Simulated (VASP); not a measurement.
# Li (P1) in VASP: further runs

The runs below take Li through single point, with PBE+D3(BJ).

All numbers are computed with VASP 6.6.1; they aren't measurements. Logs are shortened: lines on timing, memory, paths and dates and some standing lists are left out, and cuts for length are marked.

## 1. The cell of the first run

The typed cell holds 16 atoms: a = 7.094 Å, b = 7.094 Å, c = 7.094 Å, α = 90.00°, β = 90.00°, γ = 90.00°.

## 2. Single point, PBE+D3(BJ)

INCAR reads:

```
SYSTEM = Li
PREC = Accurate ; ENCUT = 520
EDIFF = 1E-7 ; ISMEAR = -1
SIGMA = 0.11 ; LREAL = Auto
LASPH = .True. ; NELM = 100
ALGO = Normal ; ISIF = 2
LWAVE = .False. ; LCHARG = .False.
GGA = PE ; IVDW = 12
NBANDS = 38
```

KPOINTS reads:

```
regular mesh
0
Gamma
  2 2 2
  0 0 0
```

POSCAR reads:

```
Li
1.0
    7.0944470000      0.0000000000      0.0000000000
    0.0000000000      7.0944470000      0.0000000000
    0.0000000000      0.0000000000      7.0944470000
Li
16
Direct
   -0.0877869692     -0.0148144034     -0.0299248130
    0.5207453097      0.0373249670      0.0001973374
   -0.0332654540      0.4420217672     -0.0384667050
   -0.0016068906      0.0300798639      0.4816443058
    0.2048362614      0.2858291844      0.1960406498
    0.4978259757      0.4478291261     -0.0674189264
    0.5604665170      0.0440767265      0.5517977652
    0.8165964169      0.2477853454      0.2054000826
    0.0110227055      0.5002504071      0.5804962670
    0.2512810371      0.7708705132      0.2395676506
    0.1890069797      0.1957869303      0.7655705935
    0.4455033634      0.5225354422      0.4500280290
    0.7567467908      0.7300498545      0.2410758724
    0.7266246404      0.2681111015      0.7291336449
    0.2108268622      0.8229535015      0.8094922691
    0.7903223465      0.7312479746      0.7614687938
```

Potentials or basis: VASP PAW PBE potentials, release 64 (Li_sv).

On the command line:

```bash
> cat potpaw_PBE.64/Li_sv/POTCAR > POTCAR
> mpirun -np 1 vasp_std > vasp.out
```

OUTCAR:

```text
SYSTEM = Li
   PREC = Accurate
   ENCUT = 520
   EDIFF = 1E-7
   ISMEAR = -1
   LREAL = Auto
   LASPH = .True.
   NELM = 100
   ISIF = 2
   GGA = PE
   IVDW = 12
 IVDW          = 12

 ion  position               nearest neighbor table
   1  0.912  0.985  0.970-  16 2.49   8 2.59
   2  0.521  0.037  0.000-
   3  0.967  0.442  0.962-   8 2.45
   4  0.998  0.030  0.482-
   5  0.205  0.286  0.196-
   6  0.498  0.448  0.933-  14 2.52
   7  0.560  0.044  0.552-  14 2.34
   8  0.817  0.248  0.205-   3 2.45   1 2.59
   9  0.011  0.500  0.580-
  10  0.251  0.771  0.240-
  11  0.189  0.196  0.766-
  12  0.446  0.523  0.450-
  13  0.757  0.730  0.241-
  14  0.727  0.268  0.729-   7 2.34   6 2.52
  15  0.211  0.823  0.809-
  16  0.790  0.731  0.761-   1 2.49

  LATTYP: Found a simple cubic cell.
 ALAT       =     7.0944470000

  Lattice vectors:

 A1 = (   7.0944470000,   0.0000000000,   0.0000000000)
 A2 = (   0.0000000000,   7.0944470000,   0.0000000000)
 A3 = (   0.0000000000,   0.0000000000,   7.0944470000)

Analysis of symmetry for initial positions (statically):
=====================================================================
 Subroutine PRICEL returns:
 Original cell was already a primitive cell.

 Routine SETGRP: Setting up the symmetry group for a
 simple cubic supercell.

 Subroutine GETGRP returns: Found  1 space group operations
 (whereof  1 operations were pure point group operations)
 out of a pool of 48 trial point group operations.

The static configuration has the point symmetry C_1 .

Analysis of symmetry for dynamics (positions and initial velocities):
=====================================================================
 Subroutine PRICEL returns:
 Original cell was already a primitive cell.

 Routine SETGRP: Setting up the symmetry group for a
 simple cubic supercell.

 Subroutine GETGRP returns: Found  1 space group operations
 (whereof  1 operations were pure point group operations)
 out of a pool of 48 trial point group operations.

The dynamic configuration has the point symmetry C_1 .

 Subroutine INISYM returns: Found  1 space group operations
 (whereof  1 operations are pure point group operations),
 and found     1 'primitive' translations

----------------------------------------------------------------------------------------

                                     Primitive cell

  volume of cell :     357.0719

  direct lattice vectors                    reciprocal lattice vectors
     7.094447000  0.000000000  0.000000000     0.140955313  0.000000000  0.000000000
     0.000000000  7.094447000  0.000000000     0.000000000  0.140955313  0.000000000
     0.000000000  0.000000000  7.094447000     0.000000000  0.000000000  0.140955313

  length of vectors
     7.094447000  7.094447000  7.094447000     0.140955313  0.140955313  0.140955313

  position of ions in fractional coordinates (direct lattice)
     0.912213031  0.985185597  0.970075187
     0.520745310  0.037324967  0.000197337
     0.966734546  0.442021767  0.961533295
     0.998393109  0.030079864  0.481644306
     0.204836261  0.285829184  0.196040650
     0.497825976  0.447829126  0.932581074
[... 8 lines left out ...]
     0.210826862  0.822953502  0.809492269
     0.790322346  0.731247975  0.761468794

  ion indices of the primitive-cell ions
   primitive index   ion index
                 1           1
                 2           2
                 3           3
                 4           4
                 5           5
                 6           6
[... 8 lines left out ...]
                15          15
                16          16

----------------------------------------------------------------------------------------

 KPOINTS: regular mesh

Automatic generation of k-mesh.
 Grid dimensions read from file:
 generate k-points for:    2    2    2

 Generating k-lattice:

  Cartesian coordinates                     Fractional coordinates (reciprocal lattice)
     0.070477657  0.000000000  0.000000000     0.500000000  0.000000000  0.000000000
     0.000000000  0.070477657  0.000000000     0.000000000  0.500000000  0.000000000
     0.000000000  0.000000000  0.070477657     0.000000000  0.000000000  0.500000000

  Length of vectors
     0.070477657  0.070477657  0.070477657

  Shift w.r.t. Gamma in fractional coordinates (k-lattice)
     0.000000000  0.000000000  0.000000000

 Subroutine IBZKPT returns following result:
 ===========================================

 Found      8 irreducible k-points:

 Following reciprocal coordinates:
            Coordinates               Weight
  0.000000  0.000000  0.000000      1.000000
  0.500000  0.000000  0.000000      1.000000
  0.000000  0.500000  0.000000      1.000000
  0.000000  0.000000  0.500000      1.000000
  0.500000  0.500000  0.000000      1.000000
  0.000000  0.500000  0.500000      1.000000
  0.500000  0.000000  0.500000      1.000000
  0.500000  0.500000  0.500000      1.000000
   k-points           NKPTS =      8   k-points in BZ     NKDIM =      8   number of bands    NBANDS=     38
   number of dos      NEDOS =    301   number of ions     NIONS =     16
   total plane-waves  NPLWV = 157464
   dimension x,y,z NGX =    54 NGY =   54 NGZ =   54
   dimension x,y,z NGXF=   108 NGYF=  108 NGZF=  108
   ions per type =              16
   NGX,Y,Z   is equivalent  to a cutoff of  12.65, 12.65, 12.65 a.u.
   NGXF,Y,Z  is equivalent  to a cutoff of  25.31, 25.31, 25.31 a.u.
 SYSTEM =  Li
   PREC   = accura    normal or accurate (medium, high low for compatibility)
   ISTART =      0    job   : 0-new  1-cont  2-samecut
   ICHARG =      2    charge: 1-file 2-atom 10-const
   ISPIN  =      1    spin polarized calculation?
   LNONCOLLINEAR =      F non collinear calculations
   LSORBIT =      F    spin-orbit coupling
   LASPH  =      T    aspherical Exc in radial PAW
   ENCUT  =  520.0 eV  38.22 Ry    6.18 a.u.  13.19 13.19 13.19*2*pi/ulx,y,z
   NELM   =    100;   NELMIN=  2; NELMDL= -5     # of ELM steps
   EDIFF  = 0.1E-06   stopping-criterion for ELM
   LREAL  =      T    real-space projection
   EDIFFG = 0.1E-05   stopping-criterion for IOM
   NSW    =      0    number of steps for IOM
   IBRION =     -1    ionic relax: 0-MD 1-quasi-New 2-CG
   NFREE  =      0    steps in history (QN), initial steepest desc. (CG)
   ISIF   =      2    stress and relaxation
   ISYM   =      2    0-nonsym 1-usesym 2-fastsym
   POTIM  = 0.5000    time-step for ionic-motion
   TEBEG  =    0.0;   TEEND  =   0.0 temperature during run
   PSTRESS=    0.0 pullay stress
   NELECT =      48.0000    total number of electrons
   NUPDOWN=      -1.0000    fix difference up-down
   EMIN   =  10.00;   EMAX   =-10.00  energy-range for DOS
   EFERMI =   0.00;   METHOD = LEGACY
   ISMEAR =    -1;   SIGMA  =   0.11  broadening in eV -4-tet -1-fermi 0-gaus
   EFERMI_NEDOS =   21; number of points for ismear=-14 and -15
   IALGO  =     38    algorithm
   IMIX   =      4    mixing-type and parameters
     AMIX     =   0.40;   BMIX     =  1.00
     AMIX_MAG =   1.60;   BMIX_MAG =  1.00
  volume/ion in A,a.u.               =      22.32       150.60
  Fermi-wavevector in a.u.,A,eV,Ry     =   0.838629  1.584780  9.568965  0.703299
  Thomas-Fermi vector in A             =   1.952715
   LORBIT       =      0    0 simple, 1 ext, 2 COOP (PROOUT), +10 PAW based schemes
   GGA     = PE    functional components
   LHFCALC =     F    Hartree Fock is set to
   AEXX    =    0.0000 exact exchange contribution
   IVDW    =    12    specifies the selected vdW correction
   LEPSILON=     F    determine dielectric tensor
   LRPA    =     F    only Hartree local field effects (RPA)
 non-spin polarized calculation
  energy-cutoff  :      520.00
  volume of cell :      357.07
 maximum number of plane-waves:      9771
 NGX is ok and might be reduce to    54
   NGX = 27   NGY = 27   NGZ = 27

 number of electron      47.9999981 magnetization

 Free energy of the ion-electron system (eV)
  ---------------------------------------------------
  ext. energy  EPLUGINS =         0.00000000
  ---------------------------------------------------
  free energy    TOTEN  =       -28.52515147 eV

  energy without entropy =      -28.19128464  energy(sigma->0) =      -28.35821805

 E-fermi :   0.2069     XC(G=0):  -6.7744

 val. band max:        0.1293461850   @ k =   0.5000   0.0000   0.0000
 cond. band min:       0.2068909509   @ k =   0.5000   0.0000   0.5000
 fundamental gap:      0.0775447659
 Fermi energy:         0.2068725086

 k-point     1 :       0.0000    0.0000    0.0000
  band No.  band energies     occupation
      1     -46.8737      2.00000
      2     -46.8139      2.00000
      3     -46.7465      2.00000
      4     -46.6313      2.00000
      5     -46.4897      2.00000
      6     -46.4591      2.00000
[... 28 lines left out ...]
     35       3.1216      0.00000
     36       3.4953      0.00000

 k-point     2 :       0.5000    0.0000    0.0000
  band No.  band energies     occupation
      1     -46.8736      2.00000
      2     -46.8139      2.00000
      3     -46.7464      2.00000
      4     -46.6313      2.00000
      5     -46.4896      2.00000
      6     -46.4590      2.00000
[... 28 lines left out ...]
     35       3.3526      0.00000
     36       3.4468      0.00000

 k-point     3 :       0.0000    0.5000    0.0000
  band No.  band energies     occupation
      1     -46.8736      2.00000
      2     -46.8139      2.00000
      3     -46.7464      2.00000
      4     -46.6313      2.00000
      5     -46.4896      2.00000
      6     -46.4590      2.00000
[... 28 lines left out ...]
     35       3.2258      0.00000
     36       3.3852      0.00000

 k-point     4 :       0.0000    0.0000    0.5000
  band No.  band energies     occupation
      1     -46.8736      2.00000
      2     -46.8139      2.00000
      3     -46.7464      2.00000
      4     -46.6313      2.00000
      5     -46.4896      2.00000
      6     -46.4590      2.00000
[... 28 lines left out ...]
     35       3.3685      0.00000
     36       3.4058      0.00000

 k-point     5 :       0.5000    0.5000    0.0000
  band No.  band energies     occupation
      1     -46.8736      2.00000
      2     -46.8138      2.00000
      3     -46.7464      2.00000
      4     -46.6312      2.00000
      5     -46.4896      2.00000
      6     -46.4590      2.00000
[... 28 lines left out ...]
     35       3.8016      0.00000
     36       4.2158      0.00000

 k-point     6 :       0.0000    0.5000    0.5000
  band No.  band energies     occupation
      1     -46.8736      2.00000
      2     -46.8138      2.00000
      3     -46.7464      2.00000
      4     -46.6312      2.00000
      5     -46.4896      2.00000
      6     -46.4590      2.00000
[... 28 lines left out ...]
     35       3.8495      0.00000
     36       4.1010      0.00000

 k-point     7 :       0.5000    0.0000    0.5000
  band No.  band energies     occupation
      1     -46.8736      2.00000
      2     -46.8138      2.00000
      3     -46.7464      2.00000
      4     -46.6312      2.00000
      5     -46.4896      2.00000
      6     -46.4590      2.00000
[... 28 lines left out ...]
     35       3.8093      0.00000
     36       4.1582      0.00000

 k-point     8 :       0.5000    0.5000    0.5000
  band No.  band energies     occupation
      1     -46.8736      2.00000
      2     -46.8138      2.00000
      3     -46.7464      2.00000
      4     -46.6312      2.00000
      5     -46.4896      2.00000
      6     -46.4590      2.00000
[... 28 lines left out ...]
     35       3.1720      0.00000
     36       3.3349      0.00000
 [bands above 36 left out]

------------------------ aborting loop because EDIFF is reached ----------------------------------------

 Edisp (eV)   -2.46470

 E8    (eV) :    -1.0314

  FORCE on cell =-STRESS in cart. coord.  units (eV):
  Direction    XX          YY          ZZ          XY          YZ          ZX
  --------------------------------------------------------------------------------------
  -------------------------------------------------------------------------------------
  Total      -2.65375    -2.23611    -2.72972    -0.09421     0.32053     0.02218
  in kB     -11.90735   -10.03338   -12.24820    -0.42270     1.43821     0.09951
  external pressure =      -11.40 kB  Pullay stress =        0.00 kB

 VOLUME and BASIS-vectors are now :
 -----------------------------------------------------------------------------
  energy-cutoff  :      520.00
  volume of cell :      357.07
      direct lattice vectors                 reciprocal lattice vectors
     7.094447000  0.000000000  0.000000000     0.140955313  0.000000000  0.000000000
     0.000000000  7.094447000  0.000000000     0.000000000  0.140955313  0.000000000
     0.000000000  0.000000000  7.094447000     0.000000000  0.000000000  0.140955313

 POSITION                                       TOTAL-FORCE (eV/Angst)
 -----------------------------------------------------------------------------------
      6.47165      6.98935      6.88215         0.282143      0.325216      0.100767
      3.69440      0.26480      0.00140        -0.120308     -0.105256      0.134247
      6.85845      3.13590      6.82155         0.189660      0.630065     -0.003456
      7.08305      0.21340      3.41700        -0.073050     -0.214984      0.002389
      1.45320      2.02780      1.39080         0.351274     -0.287125      0.221405
      3.53180      3.17710      6.61615        -0.220375      0.445856      0.224676
[... 8 lines left out ...]
      1.49570      5.83840      5.74290         0.302481     -0.549543     -0.171891
      5.60690      5.18780      5.40220        -0.575976      0.068401     -0.231482
 -----------------------------------------------------------------------------------
    total drift:                                0.002065     -0.003301     -0.003791

  FREE ENERGIE OF THE ION-ELECTRON SYSTEM (eV)
  ---------------------------------------------------
  free  energy   TOTEN  =       -30.9898484951 eV

  energy  without entropy=      -30.6559816666  energy(sigma->0) =      -30.82291508
```

Wall time 1.8 min (1 thread of AMD EPYC 7R13 (Zen 3), shared host); peak memory 0.34 GiB.

Results:

```yaml
Free_energy: -30.9898 eV
Largest_force: 0.895 eV/Å
Band_gap_on_the_k_mesh: zero (band 24 reaches 0.57 eV, above the bottom of band 25 at -0.14 eV)
Dispersion_energy_per_atom: -0.154 eV
```

Forces on the atoms (eV/Å):
```
Li   0.282  0.325  0.101
Li  -0.120 -0.105  0.134
Li   0.190  0.630 -0.003
Li  -0.073 -0.215  0.002
Li   0.351 -0.287  0.221
Li  -0.220  0.446  0.225
Li  -0.481 -0.507 -0.476
Li  -0.662  0.111  0.592
Li   0.198 -0.014 -0.641
Li  -0.311  0.180 -0.222
Li   0.287  0.241  0.019
Li   0.265 -0.314  0.415
Li   0.054 -0.110  0.025
Li   0.514  0.100  0.011
Li   0.302 -0.550 -0.172
Li  -0.576  0.068 -0.231
```

Caveat: the k points lie up to 0.44 Å⁻¹ apart; the cutoff is under 1.25 times the usual one of these potentials, so pressure, stress and relaxed cells hold a basis-set (Pulay) error; pairwise dispersion overbinds metals, which lowers pressure and volume.

## 3. Single point, PBE+D3(BJ)

INCAR reads:

```
PREC = Accurate
ENCUT = 520
EDIFF = 1E-6
ISMEAR = -1
SIGMA = 0.11
LREAL = Auto
LASPH = T
NELM = 100
ALGO = Normal
ISIF = 2
LWAVE = F
LCHARG = F
GGA = PE
IVDW = 12
NBANDS = 38
```

KPOINTS reads:

```
Automatic mesh
0
Gamma
  2 2 2
```

POSCAR reads:

```
Li
1.0
    7.0944470000      0.0000000000      0.0000000000
    0.0000000000      7.0944470000      0.0000000000
    0.0000000000      0.0000000000      7.0944470000
Li
16
Direct
   -0.0494471239      0.0424557404     -0.0165763449
    0.5655690993      0.0309396913     -0.0282192537
   -0.0013813621      0.4723412551     -0.0656710805
   -0.0104025021     -0.0386781380      0.5344320706
    0.2296866831      0.3020108544      0.1890210752
    0.4831948142      0.4649551966     -0.0022975716
    0.5097507952     -0.0662771883      0.4889880776
    0.8011618101      0.2637837734      0.2693515083
    0.0502082826      0.5129927674      0.4660546481
    0.2254580237      0.7941422355      0.1643538954
    0.2031870842      0.2269944366      0.7579731021
    0.4860984937      0.4795299761      0.4372997642
    0.8531038430      0.7286403014      0.2952872860
    0.7478525106      0.3339372329      0.7045228472
    0.2777101584      0.7990333848      0.7786935331
    0.6756411035      0.7398321532      0.7559856321
```

Potentials or basis: VASP PAW PBE potentials, release 64 (Li_sv).

On the command line:

```bash
> cat potpaw_PBE.64/Li_sv/POTCAR > POTCAR
> mpirun -np 1 vasp_std > vasp.out
```

Run time: 99 s. Hardware: 1 thread of AMD EPYC 7R13 (Zen 3), shared host; peak memory 0.34 GiB.

Results (log left out):

```yaml
Free_energy: -31.0862 eV
Largest_force: 1.081 eV/Å
Band_gap_on_the_k_mesh: zero (band 24 reaches 0.61 eV, above the bottom of band 25 at -0.11 eV)
Dispersion_energy_per_atom: -0.153 eV
```

Forces in eV/Å, atoms in the order of the input:
```
Li   0.079 -0.221 -0.083
Li  -0.302  0.270  0.232
Li  -0.141  0.639  0.300
Li   0.016  0.377  0.144
Li  -0.208 -0.654  0.249
Li   0.298  0.292 -0.111
Li  -0.079  0.475 -0.418
Li  -0.119 -0.046 -0.018
Li   0.359 -0.091  0.597
Li   0.207 -0.039  0.219
Li   0.557 -0.061 -0.329
Li  -0.070  0.259  0.188
Li  -0.812 -0.040 -0.712
Li  -0.085 -0.473 -0.189
Li  -0.311 -0.398 -0.111
Li   0.611 -0.289  0.043
```

Levels at points of the mesh, in eV from the Fermi level:
| k point | band 21 | band 22 | band 23 | band 24 | band 25 | band 26 |
| --- | --- | --- | --- | --- | --- | --- |
| (0.00, 0.00, 0.00) | -0.89 | -0.83 | -0.74 | 0.43 | 0.44 | 0.50 |
| (0.50, 0.00, 0.00) | -0.52 | -0.47 | -0.43 | -0.32 | -0.24 | -0.14 |
| (0.00, 0.50, 0.00) | -0.49 | -0.45 | -0.40 | -0.34 | -0.29 | -0.22 |
| (0.00, 0.00, 0.50) | -0.51 | -0.45 | -0.41 | -0.33 | -0.30 | -0.27 |
| (0.50, 0.50, 0.00) | -0.18 | -0.08 | 0.00 | 0.12 | 0.19 | 0.23 |
| (0.00, 0.50, 0.50) | -0.17 | -0.05 | 0.03 | 0.09 | 0.12 | 0.24 |
| (0.50, 0.00, 0.50) | -0.22 | -0.09 | 0.00 | 0.04 | 0.19 | 0.28 |
| (0.50, 0.50, 0.50) | -1.54 | -1.52 | -1.41 | -1.28 | 1.87 | 1.98 |

Caveat: the k points lie up to 0.44 Å⁻¹ apart; the cutoff is under 1.25 times the usual one of these potentials, so pressure, stress and relaxed cells hold a basis-set (Pulay) error; pairwise dispersion overbinds metals, which lowers pressure and volume; forces of over 1 eV/Å act on the atoms, so gaps and moduli don't describe the material at rest.
